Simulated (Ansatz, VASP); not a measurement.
# Sc2BF2: VASP beside Ansatz

```
Sc B F
1.0
     3.20695    0.00000    0.00000
    -1.60348    2.77730    0.00000
     0.00000    0.00000   10.09640
Sc B F
2 1 2
Direct
  0.00000 0.00000 0.32976
  0.33333 0.66667 0.82269
  0.00000 0.00000 0.98037
  0.00000 0.00000 0.12167
  0.66667 0.33333 0.71042
```

Alike in both runs: functional PBE; k mesh 12 × 12 × 4; occupations gaussian, width 0.1 eV; no spin polarisation.

Ansatz relaxed the structure, and its values are those at the end. VASP's run is a single point on that final structure, the one shown.

|  | VASP | Ansatz |
| --- | --- | --- |
| version | VASP 6.6.1 | Ansatz 0.2.0 |
| potentials or method | VASP PAW PBE potentials, release 64 (Sc_sv, B, F), cutoff 520 eV | scalar-relativistic, plane waves, PAW |
| valence electrons in the cell | 39 | 39 |

```csv
,VASP,Ansatz,Ansatz less VASP
gap on the k mesh at the Fermi level (eV),none,none,-
pressure (GPa),0.2,0.0,-0.20
rms of the force components (eV/Å),0.050,0.001,-0.0490
```

A gap of «none» marks a metal or a gap that the smearing closes.
